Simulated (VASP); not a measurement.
Set up this calculation in VASP 6.6.1, as the native input.

* Task: single point
* Functional: PBEsol
* Potentials or basis: VASP PAW PBE potentials, release 64 (Ag)
* Cutoff: 520 eV
* k mesh: 26 × 26 × 26
* Occupations: gaussian, width 0.15 eV
* Spin: no spin polarisation
* Dipole correction: no
* Further INCAR settings: ALGO = Fast; EDIFF = 1e-07; NBANDS = 12

The structure of Ag lies in POSCAR:

```
Ag
1.0
   -1.6125573276      1.4513015948      1.6125573276
    1.6125573276     -1.4513015948      1.6125573276
    1.6125573276      1.4513015948     -1.6125573276
Ag
1
Direct
    0.0000000000      0.0000000000      0.0000000000
```

This cell differs from its parent crystal: strain -0.1000 x Voigt [0, 1, 0, 0, 0, 0].

These files were run (other wordings do the same):

INCAR

```
ALGO = Fast ; EDIFF = 1E-7
ENCUT = 520 ; GGA = PS
ISIF = 2 ; ISMEAR = 0
LASPH = True ; LCHARG = True
LELF = True ; LREAL = False
LVHAR = True ; LWAVE = False
NBANDS = 12 ; NELM = 60
PREC = Accurate ; SIGMA = 0.15
```

KPOINTS

```
k-points
0
Gamma
  26 26 26
```

Potentials or basis: VASP PAW PBE potentials, release 64 (Ag).

Command:

```bash
$ cat potpaw_PBE.64/Ag/POTCAR > POTCAR
$ mpirun -np 1 vasp_std > vasp.out
```

It gave:

| Quantity | Value |
| --- | --- |
| Pressure | 16.2 GPa |

Caveat: the cell differs from its parent crystal (strain -0.1000 x Voigt [0, 1, 0, 0, 0, 0]); the PAW data sets were made with another functional, which shifts forces and pressure a little.

Run time: 2.2 min on 1 thread of Intel(R) Xeon(R) Platinum 8375C CPU @ 2.90GHz (Ice Lake) (shared host), peak memory 0.33 GiB.
